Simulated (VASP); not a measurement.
**ZnS: vibrations by perturbation theory with LDA**

Crystal: ZnS.

```xyz
2
Lattice="0.0000 2.4861 2.4861 2.4861 0.0000 2.4861 2.4861 2.4861 0.0000" Properties=species:S:1:pos:R:3 pbc="T T T"
Zn    0.0000    0.0000    0.0000
S     3.7291    3.7291    3.7291
```

```yaml
Program: VASP 6.6.1
Task: vibrations by perturbation theory
Functional: LDA
Potentials_or_basis: VASP PAW LDA potentials, release 64 (Zn, S)
Cutoff: 520 eV
k_mesh: 10 × 10 × 10
Occupations: gaussian, width 0.01 eV
Spin: no spin polarisation
Dipole_correction: no
Further_INCAR_settings: ALGO = Normal; EDIFF = 1e-08; IBRION = 8; NSW = 1
```

The electronic dielectric tensor (diagonal) is 6.26, the born charges (mean of the diagonal) is Zn +1.64; S -1.64 e and the highest phonon frequency at Γ, LO-TO splitting left out is 397 cm⁻¹.

Phonon frequencies in cm⁻¹ (negative: imaginary):
```tsv
q point	frequencies
(0.000, 0.000, 0.000)	0 0 0 397 397 397
```

Electronic dielectric tensor:
```
6.26 0.00 0.00
0.00 6.26 0.00
0.00 0.00 6.26
```

Born effective charge tensors (e):
atom 1, Zn
```
1.64 0.00 0.00
0.00 1.64 0.00
0.00 0.00 1.64
```
atom 2, S
```
-1.64  0.00  0.00
 0.00 -1.64  0.00
 0.00  0.00 -1.64
```

It took 13 min on 1 thread of Intel Xeon 8259CL, on a shared host, peak memory 0.31 GiB.

Caveat: the cell stands under pressure or tension, which shifts response properties.
